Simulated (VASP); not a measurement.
# Mg (P6_3/mmc) in VASP: notebook

Runs on Mg. Level: PBE. Tasks: single point.

Program: VASP 6.6.1. These are calculated values, not measurements. Logs are shortened: lines on timing, memory, paths and dates and some standing lists are left out, and cuts for length are marked.

### 1 The cell of the first run

The structure is hexagonal, space group P6_3/mmc (No. 194). The conventional cell has a = 3.202 Å, b = 3.202 Å, c = 5.215 Å, α = 90.00°, β = 90.00°, γ = 120.00°. Mg (site symmetry -6m2) has 12 Mg at 3.20 Å within 4.2 Å.

### 2 Single point, PBE

INCAR

```
SYSTEM = Mg
ALGO = Normal
EDIFF = 1E-7
ENCUT = 520
GGA = PE
ISIF = 2
ISMEAR = -1
LASPH = .True.
LCHARG = .True.
LELF = .True.
LREAL = .False.
LVHAR = .True.
LWAVE = .False.
NBANDS = 9
NELM = 100
PREC = Accurate
SIGMA = 0.08
```

KPOINTS

```
k-points
0
Gamma
  14 14 8
  0 0 0
```

POSCAR

```
Mg
1.0
    3.2022615989      0.0000000000      0.0000000000
   -1.6011307994      2.7732398942      0.0000000000
    0.0000000000      0.0000000000      5.2153121781
Mg
2
Direct
    0.3333333333      0.6666666667      0.2500000000
    0.6666666667      0.3333333333      0.7500000000
```

Potentials or basis: VASP PAW PBE potentials, release 64 (Mg).

Run with:

```console
$ cat potpaw_PBE.64/Mg/POTCAR > POTCAR
$ mpirun -np 1 vasp_std > vasp.out
```

OUTCAR:

```text
SYSTEM = Mg
   EDIFF = 1E-7
   ENCUT = 520
   GGA = PE
   ISIF = 2
   ISMEAR = -1
   LASPH = .True.
   LREAL = .False.
   NELM = 100
   PREC = Accurate

 ion  position               nearest neighbor table
   1  0.333  0.667  0.250-   2 3.20   2 3.20   2 3.20   2 3.20   2 3.20   2 3.20
   2  0.667  0.333  0.750-   1 3.20   1 3.20   1 3.20   1 3.20   1 3.20   1 3.20

  LATTYP: Found a hexagonal cell.
 ALAT       =     3.2022615989
 C/A-ratio  =     1.6286340191

  Lattice vectors:

 A1 = (   3.2022615989,   0.0000000000,   0.0000000000)
 A2 = (  -1.6011307994,   2.7732398942,   0.0000000000)
 A3 = (   0.0000000000,   0.0000000000,   5.2153121781)

Analysis of symmetry for initial positions (statically):
=====================================================================
 Subroutine PRICEL returns:
 Original cell was already a primitive cell.

 Routine SETGRP: Setting up the symmetry group for a
 hexagonal supercell.

 Subroutine GETGRP returns: Found 24 space group operations
 (whereof 12 operations were pure point group operations)
 out of a pool of 24 trial point group operations.

The static configuration has the point symmetry D_3d.
 The point group associated with its full space group is D_6h.

Analysis of symmetry for dynamics (positions and initial velocities):
=====================================================================
 Subroutine PRICEL returns:
 Original cell was already a primitive cell.

 Routine SETGRP: Setting up the symmetry group for a
 hexagonal supercell.

 Subroutine GETGRP returns: Found 24 space group operations
 (whereof 12 operations were pure point group operations)
 out of a pool of 24 trial point group operations.

The dynamic configuration has the point symmetry D_3d.
 The point group associated with its full space group is D_6h.

 Subroutine INISYM returns: Found 24 space group operations
 (whereof 12 operations are pure point group operations),
 and found     1 'primitive' translations

----------------------------------------------------------------------------------------

                                     Primitive cell

  volume of cell :      46.3153

  direct lattice vectors                    reciprocal lattice vectors
     3.202261599  0.000000000  0.000000000     0.312279297  0.180294536  0.000000000
    -1.601130799  2.773239894  0.000000000     0.000000000  0.360589072  0.000000000
     0.000000000  0.000000000  5.215312178     0.000000000  0.000000000  0.191743076

  length of vectors
     3.202261599  3.202261599  5.215312178     0.360589072  0.360589072  0.191743076

  position of ions in fractional coordinates (direct lattice)
[... 82 lines left out ...]
   NSW    =      0    number of steps for IOM
   IBRION =     -1    ionic relax: 0-MD 1-quasi-New 2-CG
   NFREE  =      0    steps in history (QN), initial steepest desc. (CG)
   ISIF   =      2    stress and relaxation
   ISYM   =      2    0-nonsym 1-usesym 2-fastsym
   POTIM  = 0.5000    time-step for ionic-motion
   TEBEG  =    0.0;   TEEND  =   0.0 temperature during run
   PSTRESS=    0.0 pullay stress
   NELECT =       4.0000    total number of electrons
   NUPDOWN=      -1.0000    fix difference up-down
   EMIN   =  10.00;   EMAX   =-10.00  energy-range for DOS
   EFERMI =   0.00;   METHOD = LEGACY
   ISMEAR =    -1;   SIGMA  =   0.08  broadening in eV -4-tet -1-fermi 0-gaus
   EFERMI_NEDOS =   21; number of points for ismear=-14 and -15
   IALGO  =     38    algorithm
   IMIX   =      4    mixing-type and parameters
     AMIX     =   0.40;   BMIX     =  1.00
     AMIX_MAG =   1.60;   BMIX_MAG =  1.00
  volume/ion in A,a.u.               =      23.16       156.28
  Fermi-wavevector in a.u.,A,eV,Ry     =   0.723636  1.367473  7.124672  0.523649
  Thomas-Fermi vector in A             =   1.813902
   LORBIT       =      0    0 simple, 1 ext, 2 COOP (PROOUT), +10 PAW based schemes
   GGA     = PE    functional components
   LHFCALC =     F    Hartree Fock is set to
   AEXX    =    0.0000 exact exchange contribution
   IVDW    =     0    specifies the selected vdW correction
   LEPSILON=     F    determine dielectric tensor
   LRPA    =     F    only Hartree local field effects (RPA)
 non-spin polarized calculation
  energy-cutoff  :      520.00
  volume of cell :       46.32
 maximum number of plane-waves:      1268
 NGX is ok and might be reduce to    24
   NGX = 11   NGY = 11   NGZ = 19

 number of electron       4.0000000 magnetization

 Free energy of the ion-electron system (eV)
  ---------------------------------------------------
  ext. energy  EPLUGINS =         0.00000000
  ---------------------------------------------------
  free energy    TOTEN  =        -3.02434585 eV

  energy without entropy =       -3.00930444  energy(sigma->0) =       -3.01682515

 E-fermi :   2.6104     XC(G=0):  -8.4642

 val. band max:        2.5696711138   @ k =   0.4286   0.0000   0.2500
 cond. band min:       2.6151015253   @ k =   0.0714   0.0000   0.1250
 fundamental gap:      0.0454304115
 Fermi energy:         2.6103875112

 k-point     1 :       0.0000    0.0000    0.0000
  band No.  band energies     occupation
      1      -4.3060      2.00000
      2       0.9032      2.00000
      3       1.3171      2.00000
      4      13.5099      0.00000
      5      13.5099      0.00000
      6      13.6136      0.00000
      7      13.6136      0.00000
      8      14.3504      0.00000
      9      15.9655      0.00000
[... 265 lines left out ...]
 k-point    24 :       0.3571    0.2857    0.0000
  band No.  band energies     occupation
      1       1.5915      1.99999
      2       1.6120      1.99999
      3       2.8845      0.06298
      4       6.3113      0.00000
      5       6.6656      0.00000
      6       6.7341      0.00000
      7       7.9436      0.00000
      8       8.0990      0.00000
      9       9.0864      0.00000

 [... further k-points ...]
[... 5 lines left out ...]
  --------------------------------------------------------------------------------------
  -------------------------------------------------------------------------------------
  Total       -0.1262580     -0.1262580     -0.1252886     -0.0000000      0.0000000      0.0000000
  in kB       -4.3676213     -4.3676213     -4.3340871     -0.0000000      0.0000000      0.0000000
  external PRESSURE =      -4.3564433 kB  Pullay stress =       0.0000000 kB

 VOLUME and BASIS-vectors are now :
 -----------------------------------------------------------------------------
  energy-cutoff  :      520.00
  volume of cell :       46.32
      direct lattice vectors                 reciprocal lattice vectors
     3.202261599  0.000000000  0.000000000     0.312279297  0.180294536  0.000000000
    -1.601130799  2.773239894  0.000000000     0.000000000  0.360589072  0.000000000
     0.000000000  0.000000000  5.215312178     0.000000000  0.000000000  0.191743076

 POSITION                                       TOTAL-FORCE (eV/Angst)
 -----------------------------------------------------------------------------------
     -0.00000      1.84883      1.30383         0.000000     -0.000000      0.000000
      1.60113      0.92441      3.91148        -0.000000      0.000000      0.000000
 -----------------------------------------------------------------------------------
    total drift:                                0.000000     -0.000000      0.000000

  FREE ENERGIE OF THE ION-ELECTRON SYSTEM (eV)
  ---------------------------------------------------
  free  energy   TOTEN  =        -3.0243458501 eV

  energy  without entropy=       -3.0093044448  energy(sigma->0) =       -3.01682515
```

stdout:

```text
POSCAR found type information on POSCAR Mg
 POSCAR found :  1 types and       2 ions
 scaLAPACK will be used
 LDA part: xc-table for (Slater+PW92), standard interpolation
 POSCAR, INCAR and KPOINTS ok, starting setup
 FFT: planning ... GRIDC
 FFT: planning ... GRID_SOFT
 FFT: planning ... GRID
 WAVECAR not read
 entering main loop
```

It took 56 s on 1 thread of AMD EPYC 7R13, shared host; peak memory 0.16 GiB.

Results:

```yaml
Free_energy: -3.0243 eV
Pressure: -0.4 GPa
Band_gap_on_the_k_mesh: zero (band 2 reaches 3.38 eV, above the bottom of band 3 at 1.32 eV)
```

### 3 Single point, PBE

INCAR

```
PREC     = Accurate       # precision mode
ENCUT    = 520            # plane-wave cutoff, eV
EDIFF    = 1E-6           # SCF threshold, eV
ISMEAR   = -1             # smearing method
SIGMA    = 0.08           # smearing width, eV
LREAL    = F              # projectors in reciprocal space
LASPH    = T              # aspherical terms in the spheres
NELM     = 100            # most SCF steps
ALGO     = Normal         # electronic algorithm
ISIF     = 2              # what is computed and relaxed
LWAVE    = F              # write WAVECAR
LCHARG   = F              # write CHGCAR
GGA      = PE             # functional
NBANDS   = 9              # bands
```

KPOINTS

```
regular mesh
0
Gamma
  14 14 8
```

POSCAR is that of step 2.

Potentials or basis: VASP PAW PBE potentials, release 64 (Mg).

Run with:

```console
$ cat potpaw_PBE.64/Mg/POTCAR > POTCAR
$ mpirun -np 1 vasp_std > vasp.out
```

OUTCAR:

```text
PREC = Accurate
   ENCUT = 520
   EDIFF = 1E-6
   ISMEAR = -1
   LREAL = F
   LASPH = T
   NELM = 100
   ISIF = 2
   GGA = PE

 ion  position               nearest neighbor table
   1  0.333  0.667  0.250-   2 3.20   2 3.20   2 3.20   2 3.20   2 3.20   2 3.20
   2  0.667  0.333  0.750-   1 3.20   1 3.20   1 3.20   1 3.20   1 3.20   1 3.20

  LATTYP: Found a hexagonal cell.
 ALAT       =     3.2022615989
 C/A-ratio  =     1.6286340191

  Lattice vectors:

 A1 = (   3.2022615989,   0.0000000000,   0.0000000000)
 A2 = (  -1.6011307994,   2.7732398942,   0.0000000000)
 A3 = (   0.0000000000,   0.0000000000,   5.2153121781)

Analysis of symmetry for initial positions (statically):
=====================================================================
 Subroutine PRICEL returns:
 Original cell was already a primitive cell.

 Routine SETGRP: Setting up the symmetry group for a
 hexagonal supercell.

 Subroutine GETGRP returns: Found 24 space group operations
 (whereof 12 operations were pure point group operations)
 out of a pool of 24 trial point group operations.

The static configuration has the point symmetry D_3d.
 The point group associated with its full space group is D_6h.

Analysis of symmetry for dynamics (positions and initial velocities):
=====================================================================
 Subroutine PRICEL returns:
 Original cell was already a primitive cell.

 Routine SETGRP: Setting up the symmetry group for a
 hexagonal supercell.

 Subroutine GETGRP returns: Found 24 space group operations
 (whereof 12 operations were pure point group operations)
 out of a pool of 24 trial point group operations.

The dynamic configuration has the point symmetry D_3d.
 The point group associated with its full space group is D_6h.

 Subroutine INISYM returns: Found 24 space group operations
 (whereof 12 operations are pure point group operations),
 and found     1 'primitive' translations

[... 110 lines left out ...]
   EFERMI_NEDOS =   21; number of points for ismear=-14 and -15
   IALGO  =     38    algorithm
   IMIX   =      4    mixing-type and parameters
     AMIX     =   0.40;   BMIX     =  1.00
     AMIX_MAG =   1.60;   BMIX_MAG =  1.00
  volume/ion in A,a.u.               =      23.16       156.28
  Fermi-wavevector in a.u.,A,eV,Ry     =   0.723636  1.367473  7.124672  0.523649
  Thomas-Fermi vector in A             =   1.813902
   LORBIT       =      0    0 simple, 1 ext, 2 COOP (PROOUT), +10 PAW based schemes
   GGA     = PE    functional components
   LHFCALC =     F    Hartree Fock is set to
   AEXX    =    0.0000 exact exchange contribution
   IVDW    =     0    specifies the selected vdW correction
   LEPSILON=     F    determine dielectric tensor
   LRPA    =     F    only Hartree local field effects (RPA)
 non-spin polarized calculation
  energy-cutoff  :      520.00
  volume of cell :       46.32
 maximum number of plane-waves:      1268
 NGX is ok and might be reduce to    24
   NGX = 11   NGY = 11   NGZ = 19

 number of electron       4.0000000 magnetization

 Free energy of the ion-electron system (eV)
  ---------------------------------------------------
  ext. energy  EPLUGINS =         0.00000000
  ---------------------------------------------------
  free energy    TOTEN  =        -3.02434589 eV

  energy without entropy =       -3.00930452  energy(sigma->0) =       -3.01682520

 E-fermi :   2.6104     XC(G=0):  -8.4642

 val. band max:        2.5696740362   @ k =   0.4286   0.0000   0.2500
 cond. band min:       2.6151024583   @ k =   0.0714   0.0000   0.1250
 fundamental gap:      0.0454284222
 Fermi energy:         2.6103884511

 k-point     1 :       0.0000    0.0000    0.0000
  band No.  band energies     occupation
      1      -4.3060      2.00000
      2       0.9032      2.00000
      3       1.3171      2.00000
      4      13.5099      0.00000
      5      13.5099      0.00000
      6      13.6136      0.00000
      7      13.6136      0.00000
      8      14.3504      0.00000
      9      15.9655      0.00000
[... 265 lines left out ...]
 k-point    24 :       0.3571    0.2857    0.0000
  band No.  band energies     occupation
      1       1.5915      1.99999
      2       1.6120      1.99999
      3       2.8845      0.06298
      4       6.3113      0.00000
      5       6.6656      0.00000
      6       6.7341      0.00000
      7       7.9436      0.00000
      8       8.0990      0.00000
      9       9.0864      0.00000

 [... further k-points ...]
[... 5 lines left out ...]
  --------------------------------------------------------------------------------------
  -------------------------------------------------------------------------------------
  Total       -0.1263328     -0.1263328     -0.1253571     -0.0000000      0.0000000      0.0000000
  in kB       -4.3702095     -4.3702095     -4.3364549     -0.0000000      0.0000000      0.0000000
  external PRESSURE =      -4.3589580 kB  Pullay stress =       0.0000000 kB

 VOLUME and BASIS-vectors are now :
 -----------------------------------------------------------------------------
  energy-cutoff  :      520.00
  volume of cell :       46.32
      direct lattice vectors                 reciprocal lattice vectors
     3.202261599  0.000000000  0.000000000     0.312279297  0.180294536  0.000000000
    -1.601130799  2.773239894  0.000000000     0.000000000  0.360589072  0.000000000
     0.000000000  0.000000000  5.215312178     0.000000000  0.000000000  0.191743076

 POSITION                                       TOTAL-FORCE (eV/Angst)
 -----------------------------------------------------------------------------------
     -0.00000      1.84883      1.30383        -0.000000      0.000000      0.000000
      1.60113      0.92441      3.91148         0.000000      0.000000      0.000000
 -----------------------------------------------------------------------------------
    total drift:                                0.000000     -0.000000      0.000000

  FREE ENERGIE OF THE ION-ELECTRON SYSTEM (eV)
  ---------------------------------------------------
  free  energy   TOTEN  =        -3.0243458914 eV

  energy  without entropy=       -3.0093045164  energy(sigma->0) =       -3.01682520
```

stdout:

```text
POSCAR found type information on POSCAR Mg
 POSCAR found :  1 types and       2 ions
 scaLAPACK will be used
 LDA part: xc-table for (Slater+PW92), standard interpolation
 POSCAR, INCAR and KPOINTS ok, starting setup
 FFT: planning ... GRIDC
 FFT: planning ... GRID_SOFT
 FFT: planning ... GRID
 WAVECAR not read
 entering main loop
```

Run time: 52 s. Hardware: 1 thread of AMD EPYC 7R13, shared host; peak memory 0.16 GiB.

Results:

| Quantity | Value |
| --- | --- |
| Free energy | -3.0243 eV |
| Pressure | -0.4 GPa |
| Band gap on the k mesh | zero (band 2 reaches 3.38 eV, above the bottom of band 3 at 1.32 eV) |
